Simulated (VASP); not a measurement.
# Mg3ZnS4 (Cmmm) in VASP: a series of runs

Mg3ZnS4 is run at these levels: PBE; tasks: single point.

Program: VASP 6.6.1. These are calculated values, not measurements. Logs are shortened: lines on timing, memory, paths and dates and some standing lists are left out, and cuts for length are marked.

### Step 1. The cell of the first run

Symmetry: Cmmm, No. 65, orthorhombic system. Conventional cell: a = 7.041 Å, b = 9.979 Å, c = 3.526 Å, α = 90.00°, β = 90.00°, γ = 90.00°. Mg (site symmetry 2/m) has 6 S at 2.49 to 2.50 Å within 3.3 Å. Mg (site symmetry mmm) has 6 S at 2.50 to 2.52 Å within 3.3 Å. Zn (site symmetry mmm) has 6 S at 2.47 to 2.49 Å within 3.3 Å. Within 3.3 Å of S (site symmetry m2m) lie 1 Zn at 2.49 Å and 5 Mg at 2.49 to 2.50 Å. S (site symmetry 2mm) has 2 Zn at 2.47 Å and 4 Mg at 2.50 to 2.52 Å within 3.3 Å.

### Step 2. Single point, PBE (volume scaled by 0.88, then relaxed in part)

INCAR reads:

```
ALGO = Normal
EDIFF = 1E-6
ENCUT = 520
GGA = PE
ISIF = 2
ISMEAR = 0
LASPH = T
LCHARG = F
LREAL = F
LWAVE = F
NBANDS = 31
NELM = 80
PREC = Accurate
SIGMA = 0.02
```

KPOINTS reads:

```
k-points
0
Gamma
  6 6 8
```

POSCAR reads:

```
Mg3ZnS4
1.0
    3.5206365746     -4.9897072768      0.0000000000
    3.5206365746      4.9897072768      0.0000000000
    0.0000000000      0.0000000000      3.5255739538
Mg Zn S
3 1 4
Direct
    0.0000000000      0.5000000000      0.5000000000
    0.5000000000      0.0000000000      0.5000000000
    0.5000000000      0.5000000000      0.0000000000
    0.0000000000      0.0000000000      0.0000000000
    0.7508724620      0.2491275380      0.0000000000
    0.7547820778      0.7547820778      0.5000000000
    0.2452179222      0.2452179222      0.5000000000
    0.2491275380      0.7508724620      0.0000000000
```

Potentials or basis: VASP PAW PBE potentials, release 64 (Mg, Zn, S).

Started as:

```console
cat potpaw_PBE.64/Mg/POTCAR potpaw_PBE.64/Zn/POTCAR potpaw_PBE.64/S/POTCAR > POTCAR
mpirun -np 1 vasp_std > vasp.out
```

OUTCAR:

```text
EDIFF = 1E-6
   ENCUT = 520
   GGA = PE
   ISIF = 2
   ISMEAR = 0
   LASPH = T
   LREAL = F
   NELM = 80
   PREC = Accurate

 ion  position               nearest neighbor table
   1  0.000  0.500  0.500-   5 2.49   8 2.49   5 2.49   8 2.49   7 2.50   6 2.50   2 3.52   2 3.52
                             3 3.53   3 3.53   3 3.53   3 3.53
   2  0.500  0.000  0.500-   5 2.49   8 2.49   5 2.49   8 2.49   7 2.50   6 2.50   1 3.52   1 3.52
                             3 3.53   3 3.53   3 3.53   3 3.53
   3  0.500  0.500  0.000-   5 2.50   8 2.50   7 2.52   6 2.52   6 2.52   7 2.52   1 3.53   2 3.53
                             1 3.53   2 3.53   2 3.53   2 3.53   1 3.53   1 3.53
   4  0.000  0.000  0.000-   6 2.47   7 2.47   6 2.47   7 2.47   5 2.49   8 2.49
   5  0.751  0.249  0.000-   4 2.49   2 2.49   1 2.49   1 2.49   2 2.49   3 2.50
   6  0.755  0.755  0.500-   4 2.47   4 2.47   1 2.50   2 2.50   3 2.52   3 2.52
   7  0.245  0.245  0.500-   4 2.47   4 2.47   1 2.50   2 2.50   3 2.52   3 2.52
   8  0.249  0.751  0.000-   4 2.49   2 2.49   1 2.49   1 2.49   2 2.49   3 2.50

  LATTYP: Found a base centered orthorhombic cell.
 ALAT       =     7.0412731492
 B/A-ratio  =     1.4172741693
 C/A-ratio  =     0.5007012055

  Lattice vectors:

 A1 = (   3.5206365746,  -4.9897072768,   0.0000000000)
 A2 = (   3.5206365746,   4.9897072768,   0.0000000000)
 A3 = (   0.0000000000,   0.0000000000,   3.5255739538)

Analysis of symmetry for initial positions (statically):
=====================================================================
 Subroutine PRICEL returns:
 Original cell was already a primitive cell.

 Routine SETGRP: Setting up the symmetry group for a
 base centered orthorhombic supercell.

 Subroutine GETGRP returns: Found  8 space group operations
 (whereof  8 operations were pure point group operations)
 out of a pool of  8 trial point group operations.

The static configuration has the point symmetry D_2h.

Analysis of symmetry for dynamics (positions and initial velocities):
=====================================================================
 Subroutine PRICEL returns:
 Original cell was already a primitive cell.

 Routine SETGRP: Setting up the symmetry group for a
 base centered orthorhombic supercell.

 Subroutine GETGRP returns: Found  8 space group operations
 (whereof  8 operations were pure point group operations)
 out of a pool of  8 trial point group operations.

The dynamic configuration has the point symmetry D_2h.

 Subroutine INISYM returns: Found  8 space group operations
 (whereof  8 operations are pure point group operations),
 and found     1 'primitive' translations
[... 115 lines left out ...]
   POTIM  = 0.5000    time-step for ionic-motion
   TEBEG  =    0.0;   TEEND  =   0.0 temperature during run
   PSTRESS=    0.0 pullay stress
   NELECT =      42.0000    total number of electrons
   NUPDOWN=      -1.0000    fix difference up-down
   EMIN   =  10.00;   EMAX   =-10.00  energy-range for DOS
   EFERMI =   0.00;   METHOD = LEGACY
   ISMEAR =     0;   SIGMA  =   0.02  broadening in eV -4-tet -1-fermi 0-gaus
   EFERMI_NEDOS =   21; number of points for ismear=-14 and -15
   IALGO  =     38    algorithm
   IMIX   =      4    mixing-type and parameters
     AMIX     =   0.40;   BMIX     =  1.00
     AMIX_MAG =   1.60;   BMIX_MAG =  1.00
  volume/ion in A,a.u.               =      15.48       104.49
  Fermi-wavevector in a.u.,A,eV,Ry     =   1.141579  2.157271 17.731142  1.303202
  Thomas-Fermi vector in A             =   2.278279
   LORBIT       =      0    0 simple, 1 ext, 2 COOP (PROOUT), +10 PAW based schemes
   GGA     = PE    functional components
   LHFCALC =     F    Hartree Fock is set to
   AEXX    =    0.0000 exact exchange contribution
   IVDW    =     0    specifies the selected vdW correction
   LEPSILON=     F    determine dielectric tensor
   LRPA    =     F    only Hartree local field effects (RPA)
 non-spin polarized calculation
 Gauss-broadening in eV      SIGMA  =   0.02
  energy-cutoff  :      520.00
  volume of cell :      123.87
 maximum number of plane-waves:      3370
 NGX is ok and might be reduce to    48
   NGX = 23   NGY = 23   NGZ = 13

 number of electron      41.9999996 magnetization

 Free energy of the ion-electron system (eV)
  ---------------------------------------------------
  ext. energy  EPLUGINS =         0.00000000
  ---------------------------------------------------
  free energy    TOTEN  =       -31.06547100 eV

  energy without entropy =      -31.06547100  energy(sigma->0) =      -31.06547100

 E-fermi :   4.8949     XC(G=0): -10.4557

 val. band max:        4.8056594532   @ k =   0.1667   0.1667   0.0000
 cond. band min:       6.1949608520   @ k =   0.5000   0.5000   0.5000
 fundamental gap:      1.3893013988
 Fermi energy:         4.8948784527

 k-point     1 :       0.0000    0.0000    0.0000
  band No.  band energies     occupation
      1      -8.8347      2.00000
      2      -7.1180      2.00000
      3      -7.0747      2.00000
      4      -6.7102      2.00000
      5      -1.6859      2.00000
      6      -1.5601      2.00000
[... 805 lines left out ...]
     30      12.1454      0.00000
     31      12.3275      0.00000

 [... further k-points ...]

------------------------ aborting loop because EDIFF is reached ----------------------------------------

  FORCE on cell =-STRESS in cart. coord.  units (eV):
  Direction    XX          YY          ZZ          XY          YZ          ZX
  --------------------------------------------------------------------------------------
  -------------------------------------------------------------------------------------
  Total        9.7298470      9.6841895      9.7305082     -0.0000000      0.0000000      0.0000000
  in kB      125.8521110    125.2615471    125.8606636     -0.0000000      0.0000000      0.0000000
  external PRESSURE =     125.6581073 kB  Pullay stress =       0.0000000 kB

 VOLUME and BASIS-vectors are now :
 -----------------------------------------------------------------------------
  energy-cutoff  :      520.00
  volume of cell :      123.87
      direct lattice vectors                 reciprocal lattice vectors
     3.520636575 -4.989707277  0.000000000     0.142019771 -0.100206279  0.000000000
     3.520636575  4.989707277  0.000000000     0.142019771  0.100206279  0.000000000
     0.000000000  0.000000000  3.525573954     0.000000000  0.000000000  0.283641760

 POSITION                                       TOTAL-FORCE (eV/Angst)
 -----------------------------------------------------------------------------------
      1.76032      2.49485      1.76279         0.000000      0.000000      0.000000
      1.76032     -2.49485      1.76279         0.000000      0.000000      0.000000
      3.52064      0.00000      0.00000         0.000000      0.000000      0.000000
      0.00000      0.00000      0.00000         0.000000      0.000000      0.000000
      3.52064     -2.50356      0.00000         0.000000      0.007340      0.000000
      5.31463      0.00000      1.76279        -0.034872      0.000000      0.000000
      1.72665      0.00000      1.76279         0.034872      0.000000      0.000000
      3.52064      2.50356      0.00000         0.000000     -0.007340      0.000000
 -----------------------------------------------------------------------------------
    total drift:                               -0.000000      0.000000     -0.000000

  FREE ENERGIE OF THE ION-ELECTRON SYSTEM (eV)
  ---------------------------------------------------
  free  energy   TOTEN  =       -31.0654709969 eV

  energy  without entropy=      -31.0654709969  energy(sigma->0) =      -31.06547100
```

stdout:

```text
POSCAR found type information on POSCAR MgZnS
 POSCAR found :  3 types and       8 ions
 scaLAPACK will be used
 LDA part: xc-table for (Slater+PW92), standard interpolation
 POSCAR, INCAR and KPOINTS ok, starting setup
 FFT: planning ... GRIDC
 FFT: planning ... GRID_SOFT
 FFT: planning ... GRID
 WAVECAR not read
 entering main loop
```

Run time: 1.8 min. Hardware: 1 thread of Intel Xeon 6975P-C (Granite Rapids), shared host; peak memory 0.39 GiB.

Results:

* Free energy: -31.0655 eV
* Pressure: 12.6 GPa
* Largest force: 0.035 eV/Å
* Band gap on the k mesh: 1.39 eV, indirect (least direct gap 1.60 eV)

Forces on the atoms (eV/Å):
```
Mg   0.000  0.000  0.000
Mg   0.000  0.000  0.000
Mg   0.000  0.000  0.000
Zn   0.000  0.000  0.000
S    0.000  0.007  0.000
S   -0.035  0.000  0.000
S    0.035  0.000  0.000
S    0.000 -0.007  0.000
```

Levels at points of the mesh, in eV from the valence-band top:
```tsv
k point	band 18	band 19	band 20	band 21	band 22	band 23	band 24	band 25
(0.00, 0.00, 0.00)	-0.22	-0.12	-0.09	-0.09	1.99	4.29	4.42	4.49
(0.50, 0.00, 0.00)	-0.51	-0.49	-0.14	-0.11	3.62	4.30	5.21	5.32
(0.50, 0.50, 0.00)	-1.14	-1.12	-0.86	-0.30	4.06	5.24	5.29	5.44
(0.00, 0.00, 0.50)	-2.67	-2.60	-0.85	-0.27	4.20	5.49	5.70	6.00
(0.50, 0.00, 0.50)	-1.67	-1.59	-1.26	-1.04	2.98	4.14	4.56	4.68
(0.50, 0.50, 0.50)	-0.79	-0.73	-0.22	-0.21	1.39	3.03	4.31	4.32
```

### Step 3. Single point, PBE (volume scaled by 0.91, then relaxed in part)

INCAR reads:

```
PREC = Accurate ; ENCUT = 520
EDIFF = 1E-7 ; ISMEAR = 0
SIGMA = 0.02 ; LREAL = False
LASPH = True ; NELM = 80
ALGO = Normal ; ISIF = 2
LWAVE = False ; LCHARG = True
GGA = PE ; LELF = True
LVHAR = True ; NBANDS = 31
```

KPOINTS reads:

```
Automatic mesh
0
Gamma
  6 6 8
```

POSCAR reads:

```
Mg3ZnS4
1.0
    3.5603291380     -5.0462043849      0.0000000000
    3.5603291380      5.0462043849      0.0000000000
    0.0000000000      0.0000000000      3.5647561642
Mg Zn S
3 1 4
Direct
    0.0000000000      0.5000000000      0.5000000000
    0.5000000000      0.0000000000      0.5000000000
    0.5000000000      0.5000000000      0.0000000000
    0.0000000000      0.0000000000      0.0000000000
    0.7508625353      0.2491374647      0.0000000000
    0.7550472031      0.7550472031      0.5000000000
    0.2449527969      0.2449527969      0.5000000000
    0.2491374647      0.7508625353      0.0000000000
```

Potentials or basis: VASP PAW PBE potentials, release 64 (Mg, Zn, S).

Started as:

```console
cat potpaw_PBE.64/Mg/POTCAR potpaw_PBE.64/Zn/POTCAR potpaw_PBE.64/S/POTCAR > POTCAR
mpirun -np 1 vasp_std > vasp.out
```

Run time: 2 min. Hardware: 1 thread of Intel Xeon 6975P-C (Granite Rapids), shared host; peak memory 0.39 GiB.

The run converged. Its results:

- Free energy: -31.3431 eV
- Pressure: 8.6 GPa
- Largest force: 0.030 eV/Å
- Band gap on the k mesh: 1.35 eV, indirect (least direct gap 1.56 eV)

Forces on the atoms (eV/Å):
```
Mg   0.000  0.000  0.000
Mg   0.000  0.000  0.000
Mg   0.000  0.000  0.000
Zn   0.000  0.000  0.000
S    0.000  0.009  0.000
S   -0.030  0.000  0.000
S    0.030  0.000  0.000
S    0.000 -0.009  0.000
```

Levels at points of the mesh, in eV from the valence-band top:
```csv
k point,band 19,band 20,band 21,band 22,band 23,band 24
"(0.00, 0.00, 0.00)",-0.11,-0.09,-0.09,1.92,4.14,4.41
"(0.50, 0.00, 0.00)",-0.45,-0.14,-0.10,3.56,4.27,5.13
"(0.50, 0.50, 0.00)",-1.07,-0.80,-0.29,3.96,5.15,5.38
"(0.00, 0.00, 0.50)",-2.49,-0.80,-0.26,4.10,5.46,5.57
"(0.50, 0.00, 0.50)",-1.51,-1.21,-1.00,2.94,4.12,4.53
"(0.50, 0.50, 0.50)",-0.69,-0.22,-0.20,1.35,2.96,4.42
```
